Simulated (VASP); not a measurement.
Set up this calculation in VASP 6.6.1, as the native input.

```yaml
Task: single point
Functional: PBE
Potentials_or_basis: VASP PAW PBE potentials, release 64 (Ti_sv, N)
Cutoff: 600 eV
k_mesh: 12 × 12 × 12
Occupations: methfessel-paxton, width 0.1 eV
Spin: no spin polarisation
Dipole_correction: no
Further_INCAR_settings: ALGO = Normal; EDIFF = 1e-06; NBANDS = 16
```

The structure of TiN lies in POSCAR:

```
TiN
1.0
    0.0000000000      2.1190000000      2.1190000000
    2.1190000000      0.0000000000      2.1190000000
    2.1190000000      2.1190000000      0.0000000000
Ti N
1 1
Direct
    0.0000000000      0.0000000000      0.0000000000
    0.5000000000      0.5000000000      0.5000000000
```

These files were run (other wordings do the same):

INCAR

```
ALGO = Normal
EDIFF = 1E-6
ENCUT = 600
GGA = PE
GGA_COMPAT = F
ISIF = 2
ISMEAR = 1
LASPH = T
LCHARG = T
LELF = T
LREAL = F
LVHAR = T
LWAVE = F
NBANDS = 16
NELM = 120
PREC = Accurate
SIGMA = 0.1
```

KPOINTS

```
k-points
0
Gamma
  12 12 12
```

Potentials or basis: VASP PAW PBE potentials, release 64 (Ti_sv, N).

Command:

```sh
$ cat potpaw_PBE.64/Ti_sv/POTCAR potpaw_PBE.64/N/POTCAR > POTCAR
$ mpirun -np 1 vasp_std > vasp.out
```

Results of the run:

| Property | Result |
| --- | --- |
| Pressure | 2.1 GPa |
| Band gap on the k mesh | zero (an odd number of electrons rules out a gap without spin polarisation) |

Run time: 28 s on 1 thread of AMD EPYC 7R43 64-Core Processor (Zen 3), on a shared host, peak memory 0.12 GiB.
